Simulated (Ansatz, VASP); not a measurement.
# MoS2: VASP beside Ansatz

File POSCAR:

```
MoS2
1.0
    3.1730199293      0.0000000000      0.0000000000
   -1.5865099647      2.7479158655      0.0000000000
    0.0000000000      0.0000000000     12.9333317976
Mo S
2 4
Direct
    0.3333333333      0.6666666667      0.2500000000
    0.6666666667      0.3333333333      0.7500000000
    0.6666666667      0.3333333333      0.3705115720
    0.6666666667      0.3333333333      0.1294884280
    0.3333333333      0.6666666667      0.8705115720
    0.3333333333      0.6666666667      0.6294884280
```

INCAR.step1

```
SYSTEM = MoS2
PREC = Accurate ; ENCUT = 520
ISMEAR = 0 ; SIGMA = 0.01
LREAL = .False. ; LASPH = .True.
NELM = 60 ; NBANDS = 35
GGA = PE ; ALGO = Normal
EDIFF = 1E-4 ; LWAVE = .True.
LCHARG = .False.
```

File INCAR.step2:

```
SYSTEM = MoS2
PREC = Accurate ; ENCUT = 520
EDIFF = 1E-6 ; ISMEAR = 0
SIGMA = 0.01 ; LREAL = .False.
LASPH = .True. ; NELM = 60
ALGO = Normal ; ISIF = 2
LWAVE = .False. ; LCHARG = .False.
METAGGA = R2SCAN ; LMIXTAU = .True.
NBANDS = 35 ; ISTART = 1
```

File KPOINTS:

```
regular mesh
0
Gamma
  12 12 2
  0 0 0
```

Input for Ansatz:

```yaml
crystal:
  lattice:
    - [3.1730199293, 0.0, 0.0]
    - [-1.5865099647, 2.7479158655, 0.0]
    - [0.0, 0.0, 12.9333317976]
  atoms:
    - { symbol: Mo, position: [0.3333333333, 0.6666666667, 0.25] }
    - { symbol: Mo, position: [0.6666666667, 0.3333333333, 0.75] }
    - { symbol: S, position: [0.6666666667, 0.3333333333, 0.370511572] }
    - { symbol: S, position: [0.6666666667, 0.3333333333, 0.129488428] }
    - { symbol: S, position: [0.3333333333, 0.6666666667, 0.870511572] }
    - { symbol: S, position: [0.3333333333, 0.6666666667, 0.629488428] }
kpoints:
  mp_grid: { grid: [12, 12, 2] }
  band_path:
    path:
      - [0.0, 0.0, 0.0]
      - [0.5, 0.0, 0.0]
      - [0.3333333333, 0.3333333333, 0.0]
      - [0.0, 0.0, 0.5]
      - [0.5, 0.0, 0.5]
      - [0.3333333333, 0.3333333333, 0.5]
      - [0.174479, 0.174479, 0.0]
    npoints: 1
hamiltonian:
  xc: r2scan
scf:
  occupations: { method: fixed }
  n_extra_bands: 5
output:
  forces: true
  stress: true
  eigenvalues: true
```

Change from the starting cell: uniaxial_z strain +4.0%.

Alike in both runs: task single point; functional r2SCAN; k mesh 12 × 12 × 2; no spin polarisation.

|  | VASP | Ansatz |
| --- | --- | --- |
| version | VASP 6.6.1 | Ansatz 0.2.0 |
| potentials or method | VASP PAW PBE potentials, release 64 (Mo_sv, S) | plane waves, PAW |
| plane-wave cutoff (eV) | 520 | 500 |
| occupations | gaussian, width 0.01 eV | fixed |
| valence electrons in the cell | 52 | 52 |

```csv
,VASP,Ansatz,Ansatz less VASP
gap on the k mesh at the Fermi level (eV),1.25,1.24,-0.014
pressure (GPa),0.5,0.5,-0.05
"traceless stress, the component that is largest in VASP (GPa)",-0.84,-0.79,+0.059
rms of the force components (eV/Å),0.022,0.024,+0.0020
```

VASP's potentials were made for PBE, not for r2SCAN. Atom by atom the forces differ by 0.002 eV/Å (rms over components).
